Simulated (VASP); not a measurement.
# O (P-1) in VASP: notebook, part 3 of 3

VASP 6.6.1. The steps go on from the part before.

## 5. Electric field gradients, PBEsol (equal xy, yz and zx shear strains of +2 %)

The input, INCAR:

```
PREC = Accurate
ENCUT = 520
EDIFF = 1E-8
ISMEAR = -1
SIGMA = 0.02
LREAL = False
LASPH = True
NELM = 100
ALGO = Normal
ISIF = 2
LWAVE = False
LCHARG = False
GGA = PS
LEFG = True
NBANDS = 13
```

The input, KPOINTS:

```
regular mesh
0
Gamma
  10 10 10
```

The input, POSCAR:

```
O
1.0
    1.4656497315      0.8700874312      3.4307511996
   -1.3810483127      0.8416204508      3.4022842192
    0.0176475812     -1.6094588821      3.3918645812
O
2
Direct
    0.0577000000      0.0577000000      0.0577000000
    0.9423000000      0.9423000000      0.9423000000
```

Potentials or basis: VASP PAW PBE potentials, release 64 (O).

Started as:

```bash
$ cat potpaw_PBE.64/O/POTCAR > POTCAR
$ mpirun -np 1 vasp_std > vasp.out
```

OUTCAR:

```text
PREC = Accurate
   ENCUT = 520
   EDIFF = 1E-8
   ISMEAR = -1
   LREAL = False
   LASPH = True
   NELM = 100
   ISIF = 2
   GGA = PS

 ion  position               nearest neighbor table
   1  0.058  0.058  0.058-   2 1.18
   2  0.942  0.942  0.942-   1 1.18

  LATTYP: Found a triclinic cell.
 ALAT       =     2.8221000458
 B/A-ratio  =     1.0088170701
 C/A-ratio  =     1.3303518643
 COS(alpha) =     0.0094471083
 COS(beta)  =     0.3713222306
 COS(gamma) =     0.4868514562

  Lattice vectors:

 A1 = (   1.3986958939,  -2.4510793329,  -0.0104196380)
 A2 = (   2.8466980442,   0.0284669804,   0.0284669804)
 A3 = (   0.0176475812,  -1.6094588821,   3.3918645812)

Analysis of symmetry for initial positions (statically):
=====================================================================
 Subroutine PRICEL returns:
 Original cell was already a primitive cell.

 Routine SETGRP: Setting up the symmetry group for a
[... 573 lines left out ...]
  volume of cell :       23.91
      direct lattice vectors                 reciprocal lattice vectors
     1.465649732  0.870087431  3.430751200     0.348376789  0.198406924  0.092332630
    -1.381048313  0.841620451  3.402284219    -0.354330730  0.205364424  0.099290131
     0.017647581 -1.609458882  3.391864581     0.003048401 -0.406676888  0.101836752

 POSITION                                       TOTAL-FORCE (eV/Angst)
 -----------------------------------------------------------------------------------
      0.00590      0.00590      0.58998        -0.029999     -0.033964      3.923214
      0.09635      0.09635      9.63492         0.029999      0.033964     -3.923214
 -----------------------------------------------------------------------------------
    total drift:                                0.000000     -0.000000      0.000000

  FREE ENERGIE OF THE ION-ELECTRON SYSTEM (eV)
  ---------------------------------------------------
  free  energy   TOTEN  =        -9.8324074246 eV

  energy  without entropy=       -9.8305485528  energy(sigma->0) =       -9.83147799

 Electric field gradients (V/A^2)
---------------------------------------------------------------------
 ion       V_xx      V_yy      V_zz      V_xy      V_xz      V_yz
---------------------------------------------------------------------
   1     -58.126   -57.866   115.992    -0.593     1.850     1.875
   2     -58.126   -57.866   115.992    -0.593     1.850     1.875
---------------------------------------------------------------------

 Electric field gradients after diagonalization (V/A^2)
 (convention: |V_zz| > |V_xx| > |V_yy|)
----------------------------------------------------------------------
 ion       V_xx      V_yy      V_zz     asymmetry (V_yy - V_xx)/ V_zz
----------------------------------------------------------------------
   1     -58.642   -57.390   116.032       0.011
   2     -58.642   -57.390   116.032       0.011
----------------------------------------------------------------------

           NMR quadrupolar parameters

 Cq : quadrupolar parameter    Cq=e*Q*V_zz/h
 eta: asymmetry parameters     (V_yy - V_xx)/ V_zz
 Q  : nuclear electric quadrupole moment in mb (millibarn)
----------------------------------------------------------------------
 ion       Cq(MHz)       eta       Q (mb)
----------------------------------------------------------------------
   1       0.281       0.011       1.000
   2       0.281       0.011       1.000
----------------------------------------------------------------------
```

stdout:

```text
POSCAR found type information on POSCAR O
 POSCAR found :  1 types and       2 ions
 scaLAPACK will be used
 -----------------------------------------------------------------------------
[... 25 lines left out ...]
ion   2
     0.0000293     0.1739030    -0.3329792   -16.6684109    -0.3250657     0.0388544
     0.0000403     0.1739030    -0.3329792   -16.6684108    -0.3250657     0.0388544
     0.0000555     0.1739030    -0.3329791   -16.6684104    -0.3250657     0.0388544
     0.0000765     0.1739030    -0.3329791   -16.6684098    -0.3250657     0.0388544

     0.0000293     0.5445308    -1.4387701   -74.5743973    -1.4163063     0.1157366
     0.0000403     0.5445307    -1.4387698   -74.5743826    -1.4163060     0.1157365
     0.0000555     0.5445305    -1.4387694   -74.5743575    -1.4163055     0.1157365
     0.0000765     0.5445302    -1.4387686   -74.5743154    -1.4163047     0.1157365
```

Run time: 1.8 min. Hardware: 1 thread of Intel Xeon Platinum 8488C (Sapphire Rapids), shared host; peak memory 0.24 GiB.

Results:

| Property | Result |
| --- | --- |
| Free energy | -9.8324 eV |
| Pressure | 5.9 GPa |
| Largest force | 3.923 eV/Å |
| Band gap on the k mesh | zero (bands 6 and 7 overlap by 1.31 eV) |
| Largest electric field gradient by atom | O +116.0 V/Å² |

Forces in eV/Å, atoms in the order of the input:
```
O   -0.030 -0.034  3.923
O    0.030  0.034 -3.923
```

Levels at points of the mesh, in eV from the Fermi level:
```tsv
k point	band 2	band 3	band 4	band 5	band 6	band 7	band 8	band 9	band 10	band 11
(0.00, 0.00, 0.00)	-13.75	-9.19	-6.65	-6.58	0.54	0.58	8.08	11.65	14.77	18.50
(0.50, 0.00, 0.00)	-13.58	-8.92	-7.97	-6.95	-0.75	0.11	10.35	12.55	13.09	17.47
(0.00, 0.50, 0.00)	-13.59	-8.94	-7.86	-7.05	-0.75	0.02	10.56	12.34	13.16	17.38
(0.50, 0.50, 0.00)	-13.95	-8.72	-7.30	-7.21	-1.37	0.61	9.98	11.50	15.08	15.26
(0.00, 0.00, 0.50)	-13.62	-8.94	-7.87	-7.00	-0.74	0.07	10.55	12.45	13.15	17.30
(0.50, 0.00, 0.50)	-13.94	-8.73	-7.28	-7.26	-1.37	0.57	10.05	11.41	15.22	15.25
(0.00, 0.50, 0.50)	-14.03	-8.73	-7.22	-7.15	-1.36	0.65	10.05	11.66	14.76	15.05
(0.50, 0.50, 0.50)	-14.99	-7.08	-6.74	-6.69	0.77	0.84	7.90	8.35	13.62	20.01
```

Electric field gradients, principal values (V/Å²):
```
atom    least   middle  greatest (by size)
 1 O  -57.390  -58.642             116.032
 2 O  -57.390  -58.642             116.032
```

Caveat: the cell differs from its parent crystal (equal xy, yz and zx shear strains of +2 %); the standard files for N, O and F lose accuracy on very short bonds; spin is off for a triplet molecule; the stress differs along the axes, from -9 to 35 GPa; this functional lacks dispersion, which holds the molecules together, so the pressure and a relaxed volume are unreliable; without QUAD_EFG the Cq values of the log hold for a quadrupole moment of 1 mb, not for the nuclei; the PAW data sets were made with another functional, which shifts forces and pressure a little.

## 6. Overview

| cell | gap on the mesh (eV) | pressure (GPa) | largest force (eV/Å) |
| --- | --- | --- | --- |
| a = 3.738, b = 3.801, c = 3.814 Å, angles 44.3, 43.9, 44.4°, 2 atoms | none | 5.9 | 3.92 |
| a = 3.761, b = 3.792, c = 3.799 Å, angles 44.2, 44.0, 44.3°, 2 atoms | none | 5.9 | 3.93 |
| a = 3.807, b = 3.775, c = 3.769 Å, angles 44.1, 44.3, 44.1°, 2 atoms | none | 5.9 | 3.93 |
| a = 3.831, b = 3.767, c = 3.754 Å, angles 44.1, 44.5, 44.0°, 2 atoms | none | 5.9 | 3.92 |

Alike in all rows: task electric field gradients; level PBEsol; potentials or basis VASP PAW PBE potentials, release 64 (O); no spin polarisation; k mesh 10 × 10 × 10; cutoff (eV) 520; smearing fermi-dirac 0.02 eV.

Caveats: the standard files for N, O and F lose accuracy on very short bonds; spin is off for a triplet molecule; the stress differs along the axes, from -9 to 35 GPa; this functional lacks dispersion, which holds the molecules together, so the pressure and a relaxed volume are unreliable; the PAW data sets were made with another functional, which shifts forces and pressure a little.

Total energies depend on the potentials used, so only differences within one code and one set of settings carry meaning.
